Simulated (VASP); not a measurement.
# MoS2 (P-3m1) in VASP: further runs

The runs below take MoS2 through single point, with revPBE+D3(BJ), r2SCAN+rVV10.

Everything below comes from runs of VASP 6.6.1. Logs are shortened: lines on timing, memory, paths and dates and some standing lists are left out, and cuts for length are marked.

### Step 1. The cell of the first run

The structure is trigonal, space group P-3m1 (No. 164). Conventional cell: a = 3.291 Å, b = 3.291 Å, c = 6.436 Å, α = 90.00°, β = 90.00°, γ = 120.00°. Mo (site symmetry -3m) has 6 S at 2.47 Å and 6 Mo at 3.29 Å within 3.3 Å. S (site symmetry 3m) has 3 Mo at 2.47 Å and 6 S at 3.29 Å within 3.3 Å.

### Step 2. Single point, revPBE+D3(BJ)

INCAR reads:

```
SYSTEM = MoS2
  PREC = Accurate
  ENCUT = 520
  EDIFF = 1E-6
  ISMEAR = -1
  SIGMA = 0.05
  LREAL = .FALSE.
  LASPH = .TRUE.
  NELM = 100
  ALGO = Normal
  ISIF = 2
  LWAVE = .FALSE.
  LCHARG = .FALSE.
  GGA = RE
  IVDW = 12
  NBANDS = 20
```

KPOINTS reads:

```
Automatic mesh
0
G
  9 9 4
  0 0 0
```

POSCAR reads:

```
MoS2
1.0
    3.2907642509      0.0000000000      0.0000000000
   -1.6453821255      2.8498854391      0.0000000000
    0.0000000000      0.0000000000      6.4362788402
Mo S
1 2
Direct
    0.0000000000      0.0000000000      0.5000000000
    0.6666666667      0.3333333333      0.7446806800
    0.3333333333      0.6666666667      0.2553193200
```

Potentials or basis: VASP PAW PBE potentials, release 64 (Mo_sv, S).

On the command line:

```
cat potpaw_PBE.64/Mo_sv/POTCAR potpaw_PBE.64/S/POTCAR > POTCAR
mpirun -np 1 vasp_std > vasp.out
```

OUTCAR:

```text
SYSTEM = MoS2
   PREC = Accurate
   ENCUT = 520
   EDIFF = 1E-6
   ISMEAR = -1
   LREAL = .FALSE.
   LASPH = .TRUE.
   NELM = 100
   ISIF = 2
   GGA = RE
   IVDW = 12
 IVDW          = 12

 ion  position               nearest neighbor table
   1  0.000  0.000  0.500-   2 2.47   3 2.47   3 2.47   2 2.47   2 2.47   3 2.47
   2  0.667  0.333  0.745-   1 2.47   1 2.47   1 2.47
   3  0.333  0.667  0.255-   1 2.47   1 2.47   1 2.47

  LATTYP: Found a hexagonal cell.
 ALAT       =     3.2907642509
 C/A-ratio  =     1.9558614199

  Lattice vectors:

 A1 = (   3.2907642509,   0.0000000000,   0.0000000000)
 A2 = (  -1.6453821255,   2.8498854391,   0.0000000000)
 A3 = (   0.0000000000,   0.0000000000,   6.4362788402)

Analysis of symmetry for initial positions (statically):
=====================================================================
 Subroutine PRICEL returns:
 Original cell was already a primitive cell.

 Routine SETGRP: Setting up the symmetry group for a
 hexagonal supercell.

 Subroutine GETGRP returns: Found 12 space group operations
 (whereof 12 operations were pure point group operations)
 out of a pool of 24 trial point group operations.

The static configuration has the point symmetry D_3d.

Analysis of symmetry for dynamics (positions and initial velocities):
=====================================================================
 Subroutine PRICEL returns:
 Original cell was already a primitive cell.

 Routine SETGRP: Setting up the symmetry group for a
 hexagonal supercell.

 Subroutine GETGRP returns: Found 12 space group operations
 (whereof 12 operations were pure point group operations)
 out of a pool of 24 trial point group operations.

The dynamic configuration has the point symmetry D_3d.

 Subroutine INISYM returns: Found 12 space group operations
 (whereof 12 operations are pure point group operations),
 and found     1 'primitive' translations

----------------------------------------------------------------------------------------

                                     Primitive cell

  volume of cell :      60.3614

  direct lattice vectors                    reciprocal lattice vectors
     3.290764251  0.000000000  0.000000000     0.303880778  0.175445649  0.000000000
    -1.645382126  2.849885439  0.000000000     0.000000000  0.350891298  0.000000000
     0.000000000  0.000000000  6.436278840     0.000000000  0.000000000  0.155369279

  length of vectors
     3.290764251  3.290764251  6.436278840     0.350891298  0.350891298  0.155369279

  position of ions in fractional coordinates (direct lattice)
     0.000000000  0.000000000  0.500000000
     0.666666667  0.333333333  0.744680680
     0.333333333  0.666666667  0.255319320

  ion indices of the primitive-cell ions
   primitive index   ion index
                 1           1
                 2           2
                 3           3

----------------------------------------------------------------------------------------

 KPOINTS: Automatic mesh

Automatic generation of k-mesh.
 Grid dimensions read from file:
 generate k-points for:    9    9    4

 Generating k-lattice:

  Cartesian coordinates                     Fractional coordinates (reciprocal lattice)
     0.033764531  0.019493961  0.000000000     0.111111111 -0.000000000  0.000000000
     0.000000000  0.038987922  0.000000000     0.000000000  0.111111111  0.000000000
     0.000000000  0.000000000  0.038842320     0.000000000  0.000000000  0.250000000

  Length of vectors
     0.038987922  0.038987922  0.038842320

  Shift w.r.t. Gamma in fractional coordinates (k-lattice)
     0.000000000  0.000000000  0.000000000

 Subroutine IBZKPT returns following result:
 ===========================================

 Found     43 irreducible k-points:

 Following reciprocal coordinates:
            Coordinates               Weight
  0.000000  0.000000  0.000000      1.000000
  0.111111  0.000000  0.000000      6.000000
  0.222222  0.000000  0.000000      6.000000
  0.333333 -0.000000  0.000000      6.000000
  0.444444  0.000000  0.000000      6.000000
  0.111111  0.111111  0.000000      6.000000
[... 16 lines left out ...]
  0.222222  0.111111  0.250000     12.000000
 -0.111111  0.333333  0.250000     12.000000
 [... further k-points ...]
   k-points           NKPTS =     43   k-points in BZ     NKDIM =     43   number of bands    NBANDS=     20
   number of dos      NEDOS =    301   number of ions     NIONS =      3
   total plane-waves  NPLWV =  27648
   dimension x,y,z NGX =    24 NGY =   24 NGZ =   48
   dimension x,y,z NGXF=    48 NGYF=   48 NGZF=   96
   ions per type =               1   2
   NGX,Y,Z   is equivalent  to a cutoff of  12.12, 12.12, 12.40 a.u.
   NGXF,Y,Z  is equivalent  to a cutoff of  24.25, 24.25, 24.80 a.u.
 SYSTEM =  MoS2
   PREC   = accura    normal or accurate (medium, high low for compatibility)
   ISTART =      0    job   : 0-new  1-cont  2-samecut
   ICHARG =      2    charge: 1-file 2-atom 10-const
   ISPIN  =      1    spin polarized calculation?
   LNONCOLLINEAR =      F non collinear calculations
   LSORBIT =      F    spin-orbit coupling
   LASPH  =      T    aspherical Exc in radial PAW
   ENCUT  =  520.0 eV  38.22 Ry    6.18 a.u.   6.12  6.12 11.97*2*pi/ulx,y,z
   NELM   =    100;   NELMIN=  2; NELMDL= -5     # of ELM steps
   EDIFF  = 0.1E-05   stopping-criterion for ELM
   LREAL  =      F    real-space projection
   EDIFFG = 0.1E-04   stopping-criterion for IOM
   NSW    =      0    number of steps for IOM
   IBRION =     -1    ionic relax: 0-MD 1-quasi-New 2-CG
   NFREE  =      0    steps in history (QN), initial steepest desc. (CG)
   ISIF   =      2    stress and relaxation
   ISYM   =      2    0-nonsym 1-usesym 2-fastsym
   POTIM  = 0.5000    time-step for ionic-motion
   TEBEG  =    0.0;   TEEND  =   0.0 temperature during run
   PSTRESS=    0.0 pullay stress
   NELECT =      26.0000    total number of electrons
   NUPDOWN=      -1.0000    fix difference up-down
   EMIN   =  10.00;   EMAX   =-10.00  energy-range for DOS
   EFERMI =   0.00;   METHOD = LEGACY
   ISMEAR =    -1;   SIGMA  =   0.05  broadening in eV -4-tet -1-fermi 0-gaus
   EFERMI_NEDOS =   21; number of points for ismear=-14 and -15
   IALGO  =     38    algorithm
   IMIX   =      4    mixing-type and parameters
     AMIX     =   0.40;   BMIX     =  1.00
     AMIX_MAG =   1.60;   BMIX_MAG =  1.00
  volume/ion in A,a.u.               =      20.12       135.78
  Fermi-wavevector in a.u.,A,eV,Ry     =   1.236364  2.336389 20.797803  1.528595
  Thomas-Fermi vector in A             =   2.370975
   LORBIT       =      0    0 simple, 1 ext, 2 COOP (PROOUT), +10 PAW based schemes
   GGA     = RE    functional components
   LHFCALC =     F    Hartree Fock is set to
   AEXX    =    0.0000 exact exchange contribution
   IVDW    =    12    specifies the selected vdW correction
   LEPSILON=     F    determine dielectric tensor
   LRPA    =     F    only Hartree local field effects (RPA)
 non-spin polarized calculation
  energy-cutoff  :      520.00
  volume of cell :       60.36
 maximum number of plane-waves:      1644
   NGX = 13   NGY = 13   NGZ = 23

 number of electron      26.0000001 magnetization

 Free energy of the ion-electron system (eV)
  ---------------------------------------------------
  ext. energy  EPLUGINS =         0.00000000
  ---------------------------------------------------
  free energy    TOTEN  =       -19.91802455 eV

  energy without entropy =      -19.90786195  energy(sigma->0) =      -19.91294325

 E-fermi :   6.2692     XC(G=0): -10.0255

 val. band max:        6.2647499624   @ k =   0.2222   0.2222   0.5000
 cond. band min:       6.4183429269   @ k =   0.0000   0.1111   0.2500
 fundamental gap:      0.1535929645
 Fermi energy:         6.2692351867

 k-point     1 :       0.0000    0.0000    0.0000
  band No.  band energies     occupation
      1     -55.5573      2.00000
      2     -29.5663      2.00000
      3     -29.5663      2.00000
      4     -29.5320      2.00000
      5      -8.1814      2.00000
      6      -6.9157      2.00000
[... 12 lines left out ...]
     19      12.3451      0.00000
     20      15.8283      0.00000

 k-point     2 :       0.1111    0.0000    0.0000
  band No.  band energies     occupation
      1     -55.5546      2.00000
      2     -29.5966      2.00000
      3     -29.5733      2.00000
      4     -29.5262      2.00000
      5      -8.0150      2.00000
      6      -6.8751      2.00000
[... 12 lines left out ...]
     19      13.1644      0.00000
     20      15.3959      0.00000

 k-point     3 :       0.2222    0.0000    0.0000
  band No.  band energies     occupation
      1     -55.5477      2.00000
      2     -29.6728      2.00000
      3     -29.5911      2.00000
      4     -29.5115      2.00000
      5      -7.5625      2.00000
      6      -6.7644      2.00000
[... 12 lines left out ...]
     19      13.8968      0.00000
     20      14.9311      0.00000

 k-point     4 :       0.3333   -0.0000    0.0000
  band No.  band energies     occupation
      1     -55.5398      2.00000
      2     -29.7583      2.00000
      3     -29.6113      2.00000
      4     -29.4947      2.00000
      5      -7.0092      2.00000
      6      -6.5800      2.00000
[... 12 lines left out ...]
     19      13.2968      0.00000
     20      14.2010      0.00000

 k-point     5 :       0.4444    0.0000    0.0000
  band No.  band energies     occupation
      1     -55.5346      2.00000
      2     -29.8134      2.00000
      3     -29.6244      2.00000
      4     -29.4837      2.00000
      5      -6.7470      2.00000
      6      -6.2669      2.00000
[... 12 lines left out ...]
     19      12.8546      0.00000
     20      14.3883      0.00000
[... 353 lines left out ...]
      6      -6.2627      2.00000
[... 12 lines left out ...]
     19      12.6257      0.00000
     20      13.6414      0.00000

 k-point    22 :       0.1111    0.1111    0.2500
  band No.  band energies     occupation
      1     -55.5498      2.00000
      2     -29.6471      2.00000
      3     -29.5885      2.00000
      4     -29.5160      2.00000
      5      -7.6370      2.00000
      6      -6.8923      2.00000
[... 12 lines left out ...]
     19      14.3061      0.00000
     20      15.1281      0.00000

 k-point    23 :       0.2222    0.1111    0.2500
  band No.  band energies     occupation
      1     -55.5424      2.00000
      2     -29.7216      2.00000
      3     -29.6138      2.00000
      4     -29.5002      2.00000
      5      -7.1471      2.00000
      6      -6.7033      2.00000
[... 12 lines left out ...]
     19      14.0718      0.00000
     20      15.0664      0.00000

 k-point    24 :      -0.1111    0.3333    0.2500
  band No.  band energies     occupation
      1     -55.5424      2.00000
      2     -29.7216      2.00000
      3     -29.6138      2.00000
      4     -29.5002      2.00000
      5      -7.1038      2.00000
      6      -6.7565      2.00000
[... 12 lines left out ...]
     19      14.3186      0.00000
     20      14.7274      0.00000

 [... further k-points ...]

------------------------ aborting loop because EDIFF is reached ----------------------------------------

 Edisp (eV)   -2.20036

 E8    (eV) :    -1.4895

  FORCE on cell =-STRESS in cart. coord.  units (eV):
  Direction    XX          YY          ZZ          XY          YZ          ZX
  --------------------------------------------------------------------------------------
  -------------------------------------------------------------------------------------
  Total      -4.10129    -4.10129    -3.34818     0.00000     0.00000    -0.00000
  in kB    -108.86095  -108.86095   -88.87112     0.00000     0.00000    -0.00000
  external pressure =     -102.20 kB  Pullay stress =        0.00 kB

 VOLUME and BASIS-vectors are now :
 -----------------------------------------------------------------------------
  energy-cutoff  :      520.00
  volume of cell :       60.36
      direct lattice vectors                 reciprocal lattice vectors
     3.290764251  0.000000000  0.000000000     0.303880778  0.175445649  0.000000000
    -1.645382126  2.849885439  0.000000000     0.000000000  0.350891298  0.000000000
     0.000000000  0.000000000  6.436278840     0.000000000  0.000000000  0.155369279

 POSITION                                       TOTAL-FORCE (eV/Angst)
 -----------------------------------------------------------------------------------
      0.00000      0.00000      3.21814         0.000000     -0.000000      0.000000
      1.64538      0.94996      4.79297        -0.000000     -0.000000     -0.551764
     -0.00000      1.89992      1.64331        -0.000000      0.000000      0.551764
 -----------------------------------------------------------------------------------
    total drift:                                0.000000     -0.000000      0.000000

  FREE ENERGIE OF THE ION-ELECTRON SYSTEM (eV)
  ---------------------------------------------------
  free  energy   TOTEN  =       -22.1183801361 eV

  energy  without entropy=      -22.1082175317  energy(sigma->0) =      -22.11329883
```

Run time: 52 s. Hardware: 1 thread of Intel Xeon 8259CL, shared host; peak memory 0.2 GiB.

Results:

| Property | Result |
| --- | --- |
| Free energy | -22.1184 eV |
| Pressure | -10.2 GPa |
| Largest force | 0.552 eV/Å |
| Band gap on the k mesh | zero (bands 13 and 14 overlap by 1.04 eV) |
| Dispersion energy per atom | -0.733 eV |

Forces on the atoms (eV/Å):
```
Mo   0.000  0.000  0.000
S    0.000  0.000 -0.552
S    0.000  0.000  0.552
```

Levels at points of the mesh, in eV from the Fermi level:
```csv
k point,band 10,band 11,band 12,band 13,band 14,band 15,band 16,band 17
"(0.00, 0.00, 0.00)",-1.79,-0.90,-0.85,-0.85,-0.38,-0.38,2.95,2.95
"(0.00, 0.00, 0.50)",-3.32,-0.85,-0.85,-0.44,-0.44,-0.12,3.08,3.08
```

Caveat: the cell stands under tension; the PAW data sets were made with another functional, which shifts forces and pressure a little.

### Step 3. Single point, r2SCAN+rVV10

This run uses another cell than the first one, of 17.84 Å³/atom.

POSCAR reads:

```
MoS2
1.0
    3.1615794509      0.0000000000      0.0000000000
   -1.5807897255      2.7380081205      0.0000000000
    0.0000000000      0.0000000000      6.1836112739
Mo S
1 2
Direct
    0.0000000000      0.0000000000      0.5000000000
    0.6666666667      0.3333333333      0.7446806800
    0.3333333333      0.6666666667      0.2553193200
```

INCAR.step1 reads:

```
  PREC = Accurate
  ENCUT = 520
  ISMEAR = -1
  SIGMA = 0.05
  LREAL = F
  LASPH = T
  NELM = 100
  NBANDS = 20
  GGA = PE
  ALGO = Normal
  EDIFF = 1E-4
  LWAVE = T
  LCHARG = F
```

INCAR.step2 reads:

```
  PREC = Accurate
  ENCUT = 520
  EDIFF = 1E-7
  ISMEAR = -1
  SIGMA = 0.05
  LREAL = F
  LASPH = T
  NELM = 100
  ALGO = Normal
  ISIF = 2
  LWAVE = F
  LCHARG = F
  METAGGA = R2SCAN
  LMIXTAU = T
  LUSE_VDW = T
  IVDW_NL = 2
  BPARAM = 11.95
  CPARAM = 0.0093
  NBANDS = 20
  ISTART = 1
```

KPOINTS reads:

```
Automatic mesh
0
Gamma
  9 9 4
```

Potentials or basis: VASP PAW PBE potentials, release 64 (Mo_sv, S).

On the command line:

```
cat potpaw_PBE.64/Mo_sv/POTCAR potpaw_PBE.64/S/POTCAR > POTCAR
cp INCAR.step1 INCAR
mpirun -np 1 vasp_std > vasp.out
cp INCAR.step2 INCAR
mpirun -np 1 vasp_std > vasp.out
```

Wall time 5.4 min (1 thread of Intel Xeon 8259CL, shared host); peak memory 0.31 GiB.

The run converged. Its results:

```
Free energy            : -43.5835 eV
Pressure               : 8.7 GPa
Largest force          : 1.245 eV/Å
Band gap on the k mesh : zero (bands 13 and 14 overlap by 1.20 eV)
```

Forces in eV/Å, atoms in the order of the input:
```
Mo   0.000  0.000  0.000
S    0.000  0.000  1.245
S    0.000  0.000 -1.245
```

Stress tensor (GPa, compression positive):
```
8.07 0.00 0.00
0.00 8.07 0.00
0.00 0.00 9.84
```

Levels at points of the mesh, in eV from the Fermi level:
```tsv
k point	band 9	band 10	band 11	band 12	band 13	band 14	band 15	band 16	band 17	band 18
(0.00, 0.00, 0.00)	-4.57	-2.10	-1.25	-1.11	-1.11	-0.37	-0.37	3.61	3.61	6.62
(0.00, 0.00, 0.50)	-4.56	-4.08	-1.12	-1.12	-0.45	-0.45	-0.03	3.81	3.81	6.40
```

Caveat: the cell stands under pressure; the PAW data sets were made with another functional, which shifts forces and pressure a little.

(Continued in part 2 of 2.)

The gap in the log of VASP goes by the Fermi energy; the results here count the filled bands.